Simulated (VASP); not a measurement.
Input of a VASP 6.6.1 run:

Contents of INCAR:

```
PREC = Accurate
ENCUT = 400
EDIFF = 1E-8
ISMEAR = -1
SIGMA = 0.03
LREAL = F
LASPH = T
NELM = 120
ALGO = Normal
ISIF = 2
LWAVE = F
LCHARG = F
GGA = PS
LEFG = T
NBANDS = 20
GGA_COMPAT = F
```

KPOINTS

```
Automatic mesh
0
Gamma
  8 8 5
```

Contents of POSCAR:

```
CdI2
1.0
    4.3272360177      0.0000000000      0.0000000000
   -2.1636180088      3.7474963194      0.0000000000
    0.0000000000      0.0000000000      6.9935243490
Cd I
1 2
Direct
    0.0000000000      0.0000000000      0.0000000000
    0.3333333333      0.6666666667      0.2492000000
    0.6666666667      0.3333333333      0.7508000000
```

Potentials or basis: VASP PAW PBE potentials, release 64 (Cd, I).

Run with:

```console
$ cat potpaw_PBE.64/Cd/POTCAR potpaw_PBE.64/I/POTCAR > POTCAR
$ mpirun -np 1 vasp_std > vasp.out
```

Predict the pressure.

-2.1 GPa.

What does it give for the largest force?

0.360 eV/Å.

Estimate the band gap on the k mesh.

2.18 eV (least direct gap 2.29 eV).

Forces on the atoms (eV/Å):
```
Cd   0.000  0.000  0.000
I    0.000  0.000 -0.360
I    0.000  0.000  0.360
```

Caveat: without QUAD_EFG the Cq values of the log hold for a quadrupole moment of 1 mb, not for the nuclei; the PAW data sets were made with another functional, which shifts forces and pressure a little; spin-orbit coupling is left out, which moves the levels of the heavy elements; an odd mesh through Γ misses points on the zone boundary, where band edges can lie; this functional lacks dispersion, which binds the layers, so the pressure and a relaxed spacing across them are unreliable.
